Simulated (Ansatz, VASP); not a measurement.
One calculation of KF, two programs

Contents of INCAR:

```
SYSTEM = KF
ALGO = Normal
EDIFF = 1E-7
ENCUT = 520
GGA = PS
ISIF = 2
ISMEAR = 0
LASPH = .TRUE.
LCHARG = .TRUE.
LELF = .TRUE.
LREAL = .FALSE.
LVHAR = .TRUE.
LWAVE = .FALSE.
NBANDS = 15
NELM = 100
PREC = Accurate
SIGMA = 0.05
```

File KPOINTS:

```
k-points
0
G
  8 8 8
  0 0 0
```

POSCAR

```
KF
1.0
    3.3893132000      0.0000000000      0.0000000000
    0.0000000000      3.3893132000      0.0000000000
    0.0000000000      0.0000000000      3.5196714000
K F
1 1
Direct
    0.0000000000      0.0000000000      0.0000000000
    0.5000000000      0.5000000000      0.5000000000
```

Input for Ansatz:

```yaml
crystal:
  lattice:
    - [3.3893132, 0.0, 0.0]
    - [0.0, 3.3893132, 0.0]
    - [0.0, 0.0, 3.5196714]
  atoms:
    - { symbol: K, position: [0.0, 0.0, 0.0] }
    - { symbol: F, position: [0.5, 0.5, 0.5] }
basis:
  ecutwfc: 420
kpoints:
  mp_grid: { grid: [8, 8, 8] }
hamiltonian:
  xc: pbesol
scf:
  occupations: { method: gaussian, width: 0.05 }
output:
  forces: true
  stress: true
  eigenvalues: true
```

Change from the starting cell: strain +0.040 along x and y, +0.080 along z, atoms carried along.

Alike in both runs: task single point; functional PBEsol; k mesh 8 × 8 × 8; occupations gaussian, width 0.05 eV; no spin polarisation.

|  | VASP | Ansatz |
| --- | --- | --- |
| version | VASP 6.6.1 | Ansatz 0.2.0 |
| potentials or method | VASP PAW PBE potentials, release 64 (K_sv, F), cutoff 520 eV | scalar-relativistic, plane waves, PAW |
| valence electrons in the cell | 16 | 16 |

Ansatz gave:

```
gap on the k mesh at the Fermi level (eV)                     : 5.15
least direct gap on the mesh (eV)                             : 5.22
pressure (GPa)                                                : -5.1
traceless stress, the component that is largest in VASP (GPa) : -1.79
```

Problem. Estimate VASP's values.

Solution. gap on the k mesh at the Fermi level (eV): 5.14; least direct gap on the mesh (eV): 5.21; pressure (GPa): -5.2; traceless stress, the component that is largest in VASP (GPa): -1.78.

VASP's potentials were made for PBE, not for PBEsol.
